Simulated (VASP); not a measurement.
Sb, 5 atoms in the cell. The cell holds a slab with vacuum, 5 atoms: a = 3.334 Å, b = 3.334 Å, c = 25.430 Å, α = 90.00°, β = 90.00°, γ = 90.00°. 

```yaml
Program: VASP 6.6.1
Task: relaxation of the atoms
Functional: PBEsol
Potentials_or_basis: VASP PAW PBE potentials, release 64 (Sb)
Cutoff: 520 eV
k_mesh: 11 × 11 × 1
Occupations: fermi-dirac, width 0.1 eV
Spin: no spin polarisation
Dipole_correction: yes
Further_INCAR_settings: ALGO = Normal; EDIFF = 1e-07; IBRION = 2; EDIFFG = -0.01; NSW = 60
```

Potentials or basis: VASP PAW PBE potentials, release 64 (Sb).

Command:

```console
$ cat potpaw_PBE.64/Sb/POTCAR > POTCAR
$ mpirun -np 1 vasp_std > vasp.out
```

Hardware: 1 thread of Oxide Virtual Turin-like Processor, with other jobs on the host.

Q: How long does it take, and how much memory?

A: It took 21 min on 1 thread of Oxide Virtual Turin-like Processor (shared host), peak memory 0.41 GiB. Counts: scf iterations 186, k points 21, ion steps 17.
